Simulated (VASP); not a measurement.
A run of VASP 6.6.1:

INCAR

```
SYSTEM = NbRu3C
PREC = Accurate ; ENCUT = 520
EDIFF = 1E-6 ; ISMEAR = -1
SIGMA = 0.05 ; LREAL = .False.
LASPH = .True. ; NELM = 60
ALGO = Normal ; ISIF = 2
LWAVE = .False. ; LCHARG = .True.
GGA = RE ; LELF = .True.
LVHAR = .True. ; NBANDS = 38
```

Contents of KPOINTS:

```
Automatic mesh
0
Gamma
  7 7 7
  0 0 0
```

Contents of POSCAR:

```
NbRu3C
1.0
    4.0651380000      0.0000000000      0.0000000000
    0.0000000000      4.0651380000      0.0000000000
    0.0000000000      0.0000000000      4.0651380000
Ru Nb C
3 1 1
Direct
    0.5000000000      0.5000000000      0.0000000000
    0.5000000000      0.0000000000      0.5000000000
    0.0000000000      0.5000000000      0.5000000000
    0.0000000000      0.0000000000      0.0000000000
    0.5000000000      0.5000000000      0.5000000000
```

Potentials or basis: VASP PAW PBE potentials, release 64 (Ru_pv, Nb_sv, C).

The run is started by

```sh
$ cat potpaw_PBE.64/Ru_pv/POTCAR potpaw_PBE.64/Nb_sv/POTCAR potpaw_PBE.64/C/POTCAR > POTCAR
$ mpirun -np 1 vasp_std > vasp.out
```

Hardware: 1 thread of Intel(R) Xeon(R) Platinum 8488C (Sapphire Rapids) (shared host).

Task: Estimate the wall time of this run.

Result: Run time: 57 s on 1 thread of Intel(R) Xeon(R) Platinum 8488C (Sapphire Rapids), on a shared host, peak memory 0.19 GiB. Counts: scf iterations 14, k points 20.
